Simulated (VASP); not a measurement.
SrO, 4 atoms in the cell. Symmetry: P6_3/mmc, No. 194, hexagonal system. Conventional cell: a = 3.553 Å, b = 3.553 Å, c = 6.217 Å, α = 90.00°, β = 90.00°, γ = 120.00°. Within 3.4 Å of Sr (site symmetry -6m2) lie 6 O at 2.57 Å. O (site symmetry -3m) has 6 Sr at 2.57 Å and 2 O at 3.11 Å within 3.4 Å. 

```yaml
Program: VASP 6.6.1
Task: single point
Functional: r2SCAN
Potentials_or_basis: VASP PAW PBE potentials, release 64 (Sr_sv, O)
Cutoff: 520 eV
k_mesh: 9 × 9 × 6
Occupations: gaussian, width 0.05 eV
Spin: no spin polarisation
Dipole_correction: no
Charge: 0.5
Further_INCAR_settings: ALGO = Normal; EDIFF = 1e-06; NBANDS = 24; NELECT = 31.5
```

Potentials or basis: VASP PAW PBE potentials, release 64 (Sr_sv, O).

Run with:

```sh
$ cat potpaw_PBE.64/Sr_sv/POTCAR potpaw_PBE.64/O/POTCAR > POTCAR
$ cp INCAR.step1 INCAR
$ mpirun -np 1 vasp_std > vasp.out
$ cp INCAR.step2 INCAR
$ mpirun -np 1 vasp_std > vasp.out
```

Hardware: 1 thread of Intel(R) Xeon(R) 6975P-C (Granite Rapids) (shared host).

Question: How long does it take, and how much memory?

Answer: It took 4.7 min on 1 thread of Intel(R) Xeon(R) 6975P-C (Granite Rapids), on a shared host, peak memory 0.23 GiB. Counts: k points 48.
